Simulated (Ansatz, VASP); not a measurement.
# One calculation of Al2Ru, two programs

```
Al Ru
1.0
     0.00000    3.98936    4.38370
     2.35048    0.00000    4.38370
     2.35048    3.98936    0.00000
Al Ru
4 2
Direct
  0.07893 0.42107 0.07893
  0.42107 0.07893 0.42107
  0.17107 0.82893 0.17107
  0.82893 0.17107 0.82893
  0.75000 0.75000 0.75000
  0.50000 0.50000 0.50000
```

Alike in both runs: functional PBEsol; k mesh 4 × 4 × 4; occupations gaussian, width 0.01 eV; no spin polarisation.

Ansatz relaxed the structure, and its values are those at the end. VASP's run is a single point on that final structure, the one shown.

```csv
,VASP,Ansatz
version,VASP 6.6.1,Ansatz 0.2.0
potentials or method,"VASP PAW PBE potentials, release 64 (Al, Ru_pv), cutoff 520 eV","scalar-relativistic, plane waves, PAW"
valence electrons in the cell,40,44
```

Ansatz gave:

* gap on the k mesh at the Fermi level (eV): 0.16
* least direct gap on the mesh (eV): 1.23
* pressure (GPa): 0.0

Question: Which values does VASP return?

Answer: gap on the k mesh at the Fermi level (eV): 0.16; least direct gap on the mesh (eV): 1.23; pressure (GPa): 0.1.

VASP's potentials were made for PBE, not for PBEsol. VASP's potentials hold 40 valence electrons a cell and Ansatz's 44, so a difference there can come from the potentials and not from the codes.

The k mesh is coarse, so the values compare programs but aren't converged.
